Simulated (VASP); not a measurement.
Set up this calculation in VASP 6.6.1, as the native input.

* Task: single point
* Functional: PBEsol
* Potentials or basis: VASP PAW PBE potentials, release 64 (Cu)
* Cutoff: 520 eV
* k mesh: 15 × 15 × 8
* Occupations: fermi-dirac, width 0.05 eV
* Spin: no spin polarisation
* Dipole correction: no
* Further INCAR settings: ALGO = Normal; EDIFF = 1e-07; NBANDS = 18

The structure of Cu lies in POSCAR:

```
Cu
1.0
    2.5340970000      0.0000000000      0.0000000000
   -1.2670485000      2.1945923777      0.0000000000
    0.0000000000      0.0000000000      4.1125710000
Cu
2
Direct
    0.3333333333      0.6666666667      0.2500000000
    0.6666666667      0.3333333333      0.7500000000
```

The input as run:

INCAR

```
  PREC = Accurate
  ENCUT = 520
  EDIFF = 1E-7
  ISMEAR = -1
  SIGMA = 0.05
  LREAL = False
  LASPH = True
  NELM = 60
  ALGO = Normal
  ISIF = 2
  LWAVE = False
  LCHARG = False
  GGA = PS
  NBANDS = 18
```

KPOINTS

```
Automatic mesh
0
Gamma
  15 15 8
```

Potentials or basis: VASP PAW PBE potentials, release 64 (Cu).

The run is started by

```console
$ cat potpaw_PBE.64/Cu/POTCAR > POTCAR
$ mpirun -np 1 vasp_std > vasp.out
```

Results of the run:

* Pressure: -0.9 GPa
* Band gap on the k mesh: zero (band 11 reaches 11.87 eV, above the bottom of band 12 at 5.81 eV)

Caveat: the PAW data sets were made with another functional, which shifts forces and pressure a little.

Run time: 74 s on 1 thread of Intel Xeon 8259CL, on a shared host, peak memory 0.17 GiB.
